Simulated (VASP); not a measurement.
Set up this calculation in VASP 6.6.1, as the native input.

- Task: single point
- Functional: PBE
- Potentials or basis: VASP PAW PBE potentials, release 64 (Pt)
- Cutoff: 520 eV
- k mesh: 10 × 10 × 10
- Occupations: gaussian, width 0.005 eV
- Spin: non-collinear spin, zero start, spin-orbit coupling
- Starting moments: [[0.0, 0.0, 0.0]] μB
- Dipole correction: no
- Further INCAR settings: ALGO = Normal; EDIFF = 1e-06; NBANDS = 21

The structure of Pt lies in POSCAR:

```
Pt
1.0
   -1.5842200000      1.5842200000      1.5842200000
    1.5842200000     -1.5842200000      1.5842200000
    1.5842200000      1.5842200000     -1.5842200000
Pt
1
Direct
    0.0000000000      0.0000000000      0.0000000000
```

This isn't the form of Pt at room conditions, which is fcc.

The input as run:

INCAR

```
ALGO = Normal ; EDIFF = 1E-6
ENCUT = 520 ; GGA = PE
GGA_COMPAT = False ; ISIF = 2
ISMEAR = 0 ; LASPH = True
LCHARG = True ; LMAXMIX = 4
LORBIT = 11 ; LORBMOM = True
LREAL = False ; LSORBIT = True
LVHAR = True ; LWAVE = False
MAGMOM = 0 0 0 ; NBANDS = 21
NELM = 150 ; PREC = Accurate
SIGMA = 0.005
```

KPOINTS

```
k-points
0
Gamma
  10 10 10
```

Potentials or basis: VASP PAW PBE potentials, release 64 (Pt).

Command:

```console
$ cat potpaw_PBE.64/Pt/POTCAR > POTCAR
$ mpirun -np 1 vasp_ncl > vasp.out
```

It gave:

| Quantity | Value |
| --- | --- |
| Pressure | -1.0 GPa |
| Net moment | 0.00 μB per cell |
| Valence electrons inside the program's atomic spheres | Pt 9.18 |

Run time: 54 s on 1 thread of Intel Xeon 8259CL, on a shared host, peak memory 0.17 GiB.
